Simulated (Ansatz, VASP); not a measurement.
GaW in VASP and in Ansatz

```
Ga W
1.0
     3.76277    0.00000    0.00000
    -1.88139    3.25866    0.00000
     0.00000    0.00000    6.02595
Ga W
2 2
Direct
  0.33333 0.66667 0.00000
  0.66667 0.33333 0.50000
  0.33333 0.66667 0.38210
  0.66667 0.33333 0.88210
```

Alike in both runs: task single point; functional PBE; k mesh 6 × 6 × 4; occupations gaussian, width 0.1 eV; no spin polarisation.

|  | VASP | Ansatz |
| --- | --- | --- |
| version | VASP 6.6.1 | Ansatz 0.2.0 |
| potentials or method | VASP PAW PBE potentials, release 64 (Ga_d, W_sv), cutoff 520 eV | scalar-relativistic, plane waves, PAW |
| valence electrons in the cell | 54 | 54 |

|  | VASP | Ansatz | Ansatz less VASP |
| --- | --- | --- | --- |
| gap on the k mesh at the Fermi level (eV) | none | none | - |
| rms of the force components (eV/Å) | 0.063 | 0.063 | +0.0004 |

Atom by atom the forces differ by 0.000 eV/Å (rms over components). A gap of «none» marks a metal or a gap that the smearing closes.

Neither program's run includes spin-orbit coupling.
